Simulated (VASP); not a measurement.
**BeB15N15 (a cell with a defect): single point with PBE**

System: BeB15N15 (a cell with a defect).

```
CELL_PARAMETERS angstrom
-3.62411 3.62411 -3.62411
3.62411 3.62411 3.62411
3.62411 -3.62411 -3.62411
ATOMIC_POSITIONS crystal
B 0.99834 0.99764 0.96345
B 0.00299 0.25009 0.74841
B 0.00297 0.49761 0.50099
B 0.99832 0.71251 0.24851
B 0.25080 0.00228 0.74849
B 0.25075 0.49756 0.25316
B 0.24411 0.74700 0.99791
B 0.49825 0.00220 0.50100
B 0.49825 0.25004 0.25313
B 0.49771 0.49700 0.00181
B 0.49768 0.75086 0.74790
B 0.71328 0.99758 0.24850
B 0.74775 0.24336 0.99794
B 0.75161 0.49698 0.74792
B 0.74772 0.74698 0.49428
Be 0.27020 0.26946 0.52038
N 0.99797 0.24621 0.00179
N 0.00224 0.49972 0.75065
N 0.99796 0.75083 0.49714
N 0.24693 0.99725 0.00176
N 0.24838 0.24768 0.76130
N 0.24834 0.51036 0.49864
N 0.24692 0.75083 0.24819
N 0.50044 0.00148 0.75061
N 0.51105 0.24760 0.49858
N 0.50044 0.49970 0.25244
N 0.50103 0.75000 0.00096
N 0.75154 0.99721 0.49710
N 0.75155 0.24621 0.24815
N 0.75073 0.50036 0.00093
N 0.75070 0.74998 0.75125
```

```yaml
Program: VASP 6.6.1
Task: single point
Functional: PBE
Potentials_or_basis: VASP PAW PBE potentials, release 64 (B, Be, N)
Cutoff: 520 eV
k_mesh: 1 × 1 × 1, shifted
Occupations: fermi-dirac, width 0.01 eV
Spin: collinear spin
Fixed_moment: 1 μB
```

```
Largest force                                         : 0.047 eV/Å
Net moment                                            : 1.00 μB per cell
Site moments                                          : B +0.09, +0.01, +0.00 (each value once); Be +0.05; N +0.01, -0.00 (each value once) μB
Valence electrons inside the program's atomic spheres : B 2.02, 2.01, 2.00 (each value once); Be 1.47; N 3.97, 4.01, 3.96 (each value once)
```

Forces on the atoms (eV/Å):
```
B    0.024 -0.028 -0.027
B    0.011 -0.027  0.004
B    0.005 -0.016  0.015
B    0.032  0.027  0.020
B   -0.011 -0.018 -0.007
B   -0.006  0.004  0.009
B    0.009  0.001 -0.005
B   -0.018 -0.002 -0.005
B   -0.012  0.004  0.001
B    0.012  0.012 -0.012
B    0.012  0.011 -0.015
B   -0.014  0.027 -0.028
B    0.005  0.004  0.003
B    0.012  0.010 -0.008
B    0.008  0.001 -0.005
Be  -0.003 -0.009  0.007
N    0.008  0.024  0.012
N    0.000 -0.009  0.014
N    0.010 -0.004 -0.018
N   -0.010  0.019 -0.010
N   -0.005 -0.001 -0.001
N   -0.014  0.011  0.007
N   -0.012  0.012 -0.016
N    0.000 -0.011 -0.002
N   -0.004  0.009  0.003
N   -0.007 -0.001  0.013
N   -0.033 -0.013  0.020
N    0.022 -0.004 -0.013
N    0.020  0.009  0.005
N   -0.021 -0.022  0.023
N   -0.016 -0.021  0.016
```

Run time: 2.5 min on 1 thread of Intel(R) Xeon(R) 6975P-C (Granite Rapids), on a shared host, peak memory 0.39 GiB.

Caveat: the cell carries a net charge on a neutralising background, which shifts energy and pressure; the total moment is fixed, so each spin has its own Fermi level.
